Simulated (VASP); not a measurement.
The system is Sr3Si.

```
CELL_PARAMETERS angstrom
4.77409 0.00000 0.00000
0.00000 4.77409 0.00000
0.00000 0.00000 4.72502
ATOMIC_POSITIONS crystal
Sr 0.00000 0.50000 0.50000
Sr 0.50000 0.00000 0.50000
Sr 0.50000 0.50000 0.00000
Si 0.00000 0.00000 0.00000
```

```yaml
Program: VASP 6.6.1
Task: relaxation of cell and atoms
Functional: PBE
Potentials_or_basis: VASP PAW PBE potentials, release 64 (Sr_sv, Si)
Cutoff: 600 eV
k_mesh: 4 × 4 × 4
Occupations: gaussian, width 0.1 eV
Spin: no spin polarisation
```

At the start: pressure 9.7 GPa; volume 26.92 Å³/atom.

Task: Where does the relaxation end?

Result: Over 4 steps the energy falls by 199.7 meV/atom and the volume is 35.04 Å³/atom (+30.2 %); space group Pm-3m (No. 221, to 0.1 Å) before and after.

The path:
```tsv
step	energy change (eV)	largest force (eV/Å)	pressure (GPa)	volume (Å³)
1	0.0000	0.0000	9.70	107.69
2	-0.7854	0.0000	0.89	135.15
3	-0.7978	0.0000	-0.24	141.61
4	-0.7989	0.0000	-0.01	140.16
```

Final structure:
```xyz
4
Lattice="5.2033 0.0000 0.0000 0.0000 5.2033 0.0000 0.0000 0.0000 5.1770" Properties=species:S:1:pos:R:3 pbc="T T T"
Sr    0.0000    2.6017    2.5885
Sr    2.6017    0.0000    2.5885
Sr    2.6017    2.6017    0.0000
Si    0.0000    0.0000    0.0000
```

Caveat: the volume moved by over 15 % at a fixed basis, so the end points are rough.
